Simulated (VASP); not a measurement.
## I: single point with PBEsol

The system is I.

```
CELL_PARAMETERS angstrom
-1.70750 1.70750 3.82689
1.70750 -1.70750 3.82689
1.70750 1.70750 -3.82689
ATOMIC_POSITIONS crystal
I 0.00000 0.00000 0.00000
```

This cell differs from its parent crystal: ratio of the length along z to the lengths across it x 0.85, volume and fractional coordinates fixed.

```json
{
  "Program": "VASP 6.6.1",
  "Task": "single point",
  "Functional": "PBEsol",
  "Potentials or basis": "VASP PAW PBE potentials, release 64 (I)",
  "Cutoff": "520 eV",
  "k mesh": "22 × 22 × 22",
  "Occupations": "gaussian, width 0.15 eV",
  "Spin": "no spin polarisation"
}
```

* Pressure: -4.0 GPa
* Band gap on the k mesh: zero (an odd number of electrons rules out a gap without spin polarisation)

Stress tensor (GPa, compression positive):
```
-5.88  0.00  0.00
 0.00 -5.88  0.00
 0.00  0.00 -0.17
```

Levels at points of the mesh, in eV from the Fermi level:
```
           k point  band 2  band 3  band 4  band 5  band 6  band 7
(0.00, 0.00, 0.00)   -1.04    0.73    0.73    5.05    7.81    8.17
(0.50, 0.00, 0.00)   -4.10   -1.18    1.29    5.34    9.03   10.77
(0.50, 0.50, 0.00)   -3.29   -2.90   -0.42    4.57    6.36   10.71
(0.50, 0.50, 0.50)   -3.25    0.47    0.47    6.83    7.09   10.85
```

Wall time 3.1 min on 1 thread of Intel(R) Xeon(R) Platinum 8559C (Emerald Rapids), with other jobs on the host, peak memory 0.47 GiB.

Caveat: the cell stands under tension; the PAW data sets were made with another functional, which shifts forces and pressure a little; spin-orbit coupling is left out, which moves the levels of the heavy elements; an odd number of electrons without spin polarisation forces a metal; a magnetic or distorted state may lie lower.
